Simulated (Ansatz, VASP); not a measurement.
# One calculation of Ni, two programs

File INCAR:

```
PREC     = Accurate       # precision mode
ENCUT    = 600            # plane-wave cutoff, eV
EDIFF    = 1E-6           # SCF threshold, eV
ISMEAR   = 0              # smearing method
SIGMA    = 0.1            # smearing width, eV
LREAL    = False          # projectors in reciprocal space
LASPH    = True           # aspherical terms in the spheres
NELM     = 200            # most SCF steps
ALGO     = Normal         # electronic algorithm
ISIF     = 2              # what is computed and relaxed
LWAVE    = False          # write WAVECAR
LCHARG   = True           # write CHGCAR
ISPIN    = 2              # spin polarisation
MAGMOM   = 2              # initial moments
LORBIT   = 11             # projections on sites
LMAXMIX  = 4              # l up to which the mixer works
GGA      = PE             # functional
LELF     = True           # ELF
LVHAR    = True         
NBANDS   = 15             # bands
GGA_COMPAT= False
```

File KPOINTS:

```
Automatic mesh
0
Gamma
  10 10 10
```

File POSCAR:

```
Ni
1.0
   -1.3837154700      1.3837154700      1.3837154700
    1.3837154700     -1.3837154700      1.3837154700
    1.3837154700      1.3837154700     -1.3837154700
Ni
1
Direct
    0.0000000000      0.0000000000      0.0000000000
```

Input for Ansatz:

```yaml
crystal:
  lattice:
    - [-1.38371547, 1.38371547, 1.38371547]
    - [1.38371547, -1.38371547, 1.38371547]
    - [1.38371547, 1.38371547, -1.38371547]
  atoms:
    - { symbol: Ni, position: [0.0, 0.0, 0.0], spin: 2.0 }
basis:
  ecutwfc: 420
kpoints:
  mp_grid: { grid: [10, 10, 10] }
hamiltonian:
  xc: pbe
scf:
  occupations: { method: gaussian, width: 0.1 }
  lower_state_search: "off"
output:
  forces: true
  stress: true
  eigenvalues: true
  populations: true
magnetization:
  spin_polarized: true
```

Alike in both runs: task single point; functional PBE; k mesh 10 × 10 × 10; occupations gaussian, width 0.1 eV; collinear spin.

|  | VASP | Ansatz |
| --- | --- | --- |
| version | VASP 6.6.1 | Ansatz 0.2.0 |
| potentials or method | VASP PAW PBE potentials, release 64 (Ni), cutoff 600 eV | scalar-relativistic, plane waves, PAW |
| valence electrons in the cell | 10 | 18 |

|  | VASP | Ansatz | Ansatz less VASP |
| --- | --- | --- | --- |
| gap on the k mesh at the Fermi level (eV) | none | none | - |
| pressure (GPa) | 6.9 | 7.6 | +0.68 |
| net moment per atom (μB) | 0.43 | 0.51 | +0.074 |
| size of the moment on the site where the two differ most (μB) | 0.44 | 0.54 | +0.096 |

Site moments also hang on the region over which each program counts them. A gap of «none» marks a metal or a gap that the smearing closes. With one functional, cell and mesh, what is left measures potentials, basis and numerics. VASP's potentials hold 10 valence electrons a cell and Ansatz's 18, so a difference there can come from the potentials and not from the codes.
